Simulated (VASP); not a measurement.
# Ti5H in VASP: single point with PBE

Aim: the single point of Ti5H with PBE.

Everything below comes from runs of VASP 6.6.1. Logs are shortened: lines on timing, memory, paths and dates and some standing lists are left out, and cuts for length are marked.

### 1 The cell of the first run

The cell holds a slab with vacuum, 6 atoms: a = 2.938 Å, b = 2.938 Å, c = 26.212 Å, α = 90.00°, β = 90.00°, γ = 120.00°.

### 2 Single point, PBE, collinear spin

File INCAR:

```
SYSTEM = Ti5H
ALGO = Normal
AMIX = 0.1
AMIX_MAG = 0.4
BMIX = 1E-4
BMIX_MAG = 1E-4
DIPOL = 0.5 0.5 0.378
EDIFF = 1E-6
ENCUT = 450
GGA = PE
GGA_COMPAT = .False.
IDIPOL = 3
ISIF = 2
ISMEAR = 0
ISPIN = 2
KPAR = 4
LASPH = .True.
LCHARG = .True.
LDIPOL = .True.
LMAXMIX = 4
LORBIT = 11
LREAL = .False.
LVACPOTAV = .True.
LVHAR = .True.
LWAVE = .False.
MAGMOM = 0 0 0 0 0 1
NBANDS = 44
NELM = 300
NELMDL = -8
PREC = Accurate
SIGMA = 0.1
```

File KPOINTS:

```
k-points
0
Gamma
  9 9 1
  0 0 0
```

File POSCAR:

```
Ti5H
1.0
    2.9381632084      0.0000000000      0.0000000000
   -1.4690816042      2.5445239789      0.0000000000
    0.0000000000      0.0000000000     26.2117060745
Ti H
5 1
Direct
    0.6666666667      0.3333333333      0.1526035729
    0.3333333333      0.6666666667      0.2413132777
    0.6666666667      0.3333333333      0.3306032017
    0.3333333333      0.6666666667      0.4219530445
    0.6666666667      0.3333333333      0.5040383879
    1.0000000000      0.0000000000      0.6173465408
```

Potentials or basis: VASP PAW PBE potentials, release 64 (Ti_sv, H).

Run with:

```sh
> cat potpaw_PBE.64/Ti_sv/POTCAR potpaw_PBE.64/H/POTCAR > POTCAR
> mpirun -np 4 vasp_std > vasp.out
```

OUTCAR:

```text
SYSTEM = Ti5H
   AMIX = 0.1
   AMIX_MAG = 0.4
   EDIFF = 1E-6
   ENCUT = 450
   GGA = PE
   ISIF = 2
   ISMEAR = 0
   ISPIN = 2
   LASPH = .True.
   LORBIT = 11
   LREAL = .False.
   NELM = 300
   NELMDL = -8
   PREC = Accurate

 ion  position               nearest neighbor table
   1  0.667  0.333  0.153-   2 2.88   2 2.88   2 2.88
   2  0.333  0.667  0.241-   1 2.88   1 2.88   1 2.88   3 2.89   3 2.89   3 2.89
   3  0.667  0.333  0.331-   2 2.89   2 2.89   2 2.89
   4  0.333  0.667  0.422-   5 2.74   5 2.74   5 2.74
   5  0.667  0.333  0.504-   4 2.74   4 2.74   4 2.74
   6  0.000  0.000  0.617-

  LATTYP: Found a hexagonal cell.
 ALAT       =     2.9381632084
 C/A-ratio  =     8.9211198342

  Lattice vectors:

 A1 = (   2.9381632084,   0.0000000000,   0.0000000000)
 A2 = (  -1.4690816042,   2.5445239789,   0.0000000000)
 A3 = (   0.0000000000,   0.0000000000,  26.2117060745)

Analysis of symmetry for initial positions (statically):
=====================================================================
 Subroutine PRICEL returns:
 Original cell was already a primitive cell.

 Routine SETGRP: Setting up the symmetry group for a
 hexagonal supercell.

 Subroutine GETGRP returns: Found  6 space group operations
 (whereof  6 operations were pure point group operations)
 out of a pool of 24 trial point group operations.

The static configuration has the point symmetry C_3v.

Analysis of symmetry for dynamics (positions and initial velocities):
=====================================================================
 Subroutine PRICEL returns:
 Original cell was already a primitive cell.

 Routine SETGRP: Setting up the symmetry group for a
 hexagonal supercell.

 Subroutine GETGRP returns: Found  6 space group operations
 (whereof  6 operations were pure point group operations)
 out of a pool of 24 trial point group operations.

The dynamic configuration has the point symmetry C_3v.

Analysis of structural, dynamic, and magnetic symmetry:
=====================================================================
 Subroutine PRICEL returns:
 Original cell was already a primitive cell.

 Routine SETGRP: Setting up the symmetry group for a
 hexagonal supercell.

 Subroutine GETGRP returns: Found  6 space group operations
 (whereof  6 operations were pure point group operations)
 out of a pool of 24 trial point group operations.

The overall configuration has the point symmetry C_3v.

 Subroutine INISYM returns: Found  6 space group operations
 (whereof  6 operations are pure point group operations),
 and found     1 'primitive' translations

----------------------------------------------------------------------------------------

                                     Primitive cell

  volume of cell :     195.9647

  direct lattice vectors                    reciprocal lattice vectors
     2.938163208  0.000000000  0.000000000     0.340348690  0.196500408  0.000000000
    -1.469081604  2.544523979  0.000000000     0.000000000  0.393000816  0.000000000
     0.000000000  0.000000000 26.211706075     0.000000000  0.000000000  0.038150893

  length of vectors
     2.938163208  2.938163208 26.211706075     0.393000816  0.393000816  0.038150893

  position of ions in fractional coordinates (direct lattice)
     0.666666667  0.333333333  0.152603573
     0.333333333  0.666666667  0.241313278
     0.666666667  0.333333333  0.330603202
     0.333333333  0.666666667  0.421953045
     0.666666667  0.333333333  0.504038388
     0.000000000  0.000000000  0.617346541

  ion indices of the primitive-cell ions
   primitive index   ion index
                 1           1
                 2           2
                 3           3
                 4           4
                 5           5
                 6           6

[... 38 lines left out ...]
  0.333333  0.222222  0.000000     12.000000
  0.333333  0.333333  0.000000      2.000000
   k-points           NKPTS =     12   k-points in BZ     NKDIM =     12   number of bands    NBANDS=     44
   number of dos      NEDOS =    301   number of ions     NIONS =      6
   total plane-waves  NPLWV =  76800
   dimension x,y,z NGX =    20 NGY =   20 NGZ =  192
   dimension x,y,z NGXF=    40 NGYF=   40 NGZF=  384
   ions per type =               5   1
   NGX,Y,Z   is equivalent  to a cutoff of  11.32, 11.32, 12.18 a.u.
   NGXF,Y,Z  is equivalent  to a cutoff of  22.63, 22.63, 24.35 a.u.
 SYSTEM =  Ti5H
   PREC   = accura    normal or accurate (medium, high low for compatibility)
   ISTART =      0    job   : 0-new  1-cont  2-samecut
   ICHARG =      2    charge: 1-file 2-atom 10-const
   ISPIN  =      2    spin polarized calculation?
   LNONCOLLINEAR =      F non collinear calculations
   LSORBIT =      F    spin-orbit coupling
   LASPH  =      T    aspherical Exc in radial PAW
   ENCUT  =  450.0 eV  33.07 Ry    5.75 a.u.   5.08  5.08 45.34*2*pi/ulx,y,z
   NELM   =    300;   NELMIN=  2; NELMDL= -8     # of ELM steps
   EDIFF  = 0.1E-05   stopping-criterion for ELM
   LREAL  =      F    real-space projection
   EDIFFG = 0.1E-04   stopping-criterion for IOM
   NSW    =      0    number of steps for IOM
   IBRION =     -1    ionic relax: 0-MD 1-quasi-New 2-CG
   NFREE  =      0    steps in history (QN), initial steepest desc. (CG)
   ISIF   =      2    stress and relaxation
   ISYM   =      2    0-nonsym 1-usesym 2-fastsym
   POTIM  = 0.5000    time-step for ionic-motion
   TEBEG  =    0.0;   TEEND  =   0.0 temperature during run
   PSTRESS=    0.0 pullay stress
   NELECT =      61.0000    total number of electrons
   NUPDOWN=      -1.0000    fix difference up-down
   EMIN   =  10.00;   EMAX   =-10.00  energy-range for DOS
   EFERMI =   0.00;   METHOD = LEGACY
   ISMEAR =     0;   SIGMA  =   0.10  broadening in eV -4-tet -1-fermi 0-gaus
   EFERMI_NEDOS =   21; number of points for ismear=-14 and -15
   IALGO  =     38    algorithm
   IMIX   =      4    mixing-type and parameters
     AMIX     =   0.10;   BMIX     =  0.00
     AMIX_MAG =   0.40;   BMIX_MAG =  0.00
  volume/ion in A,a.u.               =      32.66       220.41
  Fermi-wavevector in a.u.,A,eV,Ry     =   1.109495  2.096642 16.748502  1.230980
  Thomas-Fermi vector in A             =   2.246036
   LORBIT       =     11    0 simple, 1 ext, 2 COOP (PROOUT), +10 PAW based schemes
   GGA     = PE    functional components
   LHFCALC =     F    Hartree Fock is set to
   AEXX    =    0.0000 exact exchange contribution
   IVDW    =     0    specifies the selected vdW correction
   LEPSILON=     F    determine dielectric tensor
   LRPA    =     F    only Hartree local field effects (RPA)
 spin polarized calculation
 Gauss-broadening in eV      SIGMA  =   0.10
  energy-cutoff  :      450.00
  volume of cell :      195.96
 maximum number of plane-waves:      4279
   NGX = 11   NGY = 11   NGZ = 91

 dipolmoment           0.000000      0.000000     -0.524677 electrons x Angstroem

 number of electron      60.9999988 magnetization      -0.0905180

 number of electron      60.9999987 magnetization       0.9921645

 dipolmoment           0.000000      0.000000      0.062824 electrons x Angstroem

 Free energy of the ion-electron system (eV)
  ---------------------------------------------------
  ext. energy  EPLUGINS =         0.00000000
  ---------------------------------------------------
  free energy    TOTEN  =       -38.83233541 eV

  energy without entropy =      -38.80376117  energy(sigma->0) =      -38.81804829

 E-fermi :   1.0875     XC(G=0):  -6.1961

 val. band max:        1.0736420299   @ k =   0.3333   0.3333   0.0000
 cond. band min:       1.1040833826   @ k =   0.1111   0.0000   0.0000
 fundamental gap:      0.0304413528
 Fermi energy:         1.0874536042

 spin component 1

 k-point     1 :       0.0000    0.0000    0.0000
  band No.  band energies     occupation
      1     -56.0851      1.00000
      2     -55.7548      1.00000
      3     -55.6977      1.00000
      4     -55.6253      1.00000
      5     -55.6048      1.00000
      6     -32.4852      1.00000
[... 529 lines left out ...]
     41       3.3843      0.00000
     42       3.8309      0.00000
 Fermi energy:         1.0874536042

 spin component 2

 k-point     1 :       0.0000    0.0000    0.0000
  band No.  band energies     occupation
      1     -56.1477      1.00000
      2     -55.7317      1.00000
      3     -55.6679      1.00000
      4     -55.5777      1.00000
      5     -55.4983      1.00000
      6     -32.5983      1.00000
[... 529 lines left out ...]
     41       3.8154      0.00000
     42       3.8320      0.00000
 [bands above 42 left out]

------------------------ aborting loop because EDIFF is reached ----------------------------------------

  FORCE on cell =-STRESS in cart. coord.  units (eV):
  Direction    XX          YY          ZZ          XY          YZ          ZX
  --------------------------------------------------------------------------------------
  -------------------------------------------------------------------------------------
  Total       -0.9639137     -0.9639137     -3.4291193      0.0000000      0.0000000      0.0000000
  in kB       -7.8808119     -7.8808119    -28.0359596      0.0000000      0.0000000      0.0000000
  external PRESSURE =     -14.5991945 kB  Pullay stress =       0.0000000 kB

 VOLUME and BASIS-vectors are now :
 -----------------------------------------------------------------------------
  energy-cutoff  :      450.00
  volume of cell :      195.96
      direct lattice vectors                 reciprocal lattice vectors
     2.938163208  0.000000000  0.000000000     0.340348690  0.196500408  0.000000000
    -1.469081604  2.544523979  0.000000000     0.000000000  0.393000816  0.000000000
     0.000000000  0.000000000 26.211706075     0.000000000  0.000000000  0.038150893

 POSITION                                       TOTAL-FORCE (eV/Angst)
 -----------------------------------------------------------------------------------
      1.46908      0.84817      4.00000        -0.000000     -0.000000      0.463046
     -0.00000      1.69635      6.32523        -0.000000      0.000000     -0.442129
      1.46908      0.84817      8.66567         0.000000     -0.000000      0.007344
     -0.00000      1.69635     11.06011         0.000000     -0.000000     -0.271617
      1.46908      0.84817     13.21171        -0.000000      0.000000      1.091320
      0.00000      0.00000     16.18171         0.000000     -0.000000     -0.847965
 -----------------------------------------------------------------------------------
    total drift:                               -0.000001      0.000000      0.000579

  FREE ENERGIE OF THE ION-ELECTRON SYSTEM (eV)
  ---------------------------------------------------
  free  energy   TOTEN  =       -38.8323354088 eV

  energy  without entropy=      -38.8037611730  energy(sigma->0) =      -38.81804829

 vacuum level on the upper side and lower side of the slab         6.851         5.330

 total charge

# of ion       s       p       d       tot
------------------------------------------
    1        2.245   6.072   1.878  10.195
    2        2.246   6.122   1.870  10.238
    3        2.245   6.117   1.871  10.234
    4        2.252   6.131   1.894  10.277
    5        2.246   6.084   1.889  10.219
    6        0.373   0.001   0.000   0.374
--------------------------------------------------
tot         11.607  30.526   9.403  51.536

 magnetization (x)

# of ion       s       p       d       tot
------------------------------------------
    1        0.012   0.048   0.576   0.637
    2       -0.001  -0.001  -0.082  -0.084
    3       -0.000   0.001   0.003   0.004
    4        0.001   0.005   0.109   0.115
    5       -0.013  -0.039  -0.458  -0.511
    6        0.286  -0.000   0.000   0.286
--------------------------------------------------
tot          0.284   0.014   0.149   0.447
```

It took 2.9 min on 4 MPI ranks of Intel Xeon Platinum 8259CL at 2.50GHz (Skylake/Cascade Lake), shared host; peak memory 0.4 GiB.

Results:

```
Free energy                                           : -38.8323 eV
Largest force                                         : 1.091 eV/Å
Band gap on the k mesh                                : zero (filled and empty bands overlap)
Net moment                                            : 0.99 μB per cell
Site moments                                          : Ti +0.64, -0.08, +0.00, +0.12, -0.51; H +0.29 μB
Valence electrons inside the program's atomic spheres : Ti 10.20, 10.24, 10.23, 10.28, 10.22; H 0.37
```

Forces on the atoms (eV/Å):
```
Ti   0.000  0.000  0.463
Ti   0.000  0.000 -0.442
Ti   0.000  0.000  0.007
Ti   0.000  0.000 -0.272
Ti   0.000  0.000  1.091
H    0.000  0.000 -0.848
```

The gap in the log of VASP goes by the Fermi energy; the results here count the filled bands.